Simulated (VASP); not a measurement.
Cu: single point with LDA

Crystal: Cu.

```
Cu
1.0
    -1.45168    1.45168    1.45168
     1.45168   -1.45168    1.45168
     1.45168    1.45168   -1.45168
Cu
1
Direct
  0.00000 0.00000 0.00000
```

This cell differs from its parent crystal: volume scaled by 1.12.

```yaml
Program: VASP 6.6.1
Task: single point
Functional: LDA
Potentials_or_basis: VASP PAW LDA potentials, release 64 (Cu)
Cutoff: 520 eV
k_mesh: 18 × 18 × 18
Occupations: fermi-dirac, width 0.1 eV
Spin: no spin polarisation
```

```
Pressure : -15.0 GPa
```

Levels at points of the mesh, in eV from the Fermi level:
| k point | band 4 | band 5 | band 6 | band 7 | band 8 | band 9 |
| --- | --- | --- | --- | --- | --- | --- |
| (0.00, 0.00, 0.00) | -3.04 | -2.06 | -2.06 | 24.80 | 24.80 | 24.80 |
| (0.50, 0.00, 0.00) | -1.96 | -1.38 | -0.48 | 4.13 | 16.96 | 17.21 |
| (0.50, 0.50, 0.50) | -1.54 | -1.54 | 7.98 | 7.98 | 7.98 | 13.45 |

Run time: 12 s on 1 thread of Intel(R) Xeon(R) 6975P-C (Granite Rapids), on a shared host, peak memory 0.14 GiB.
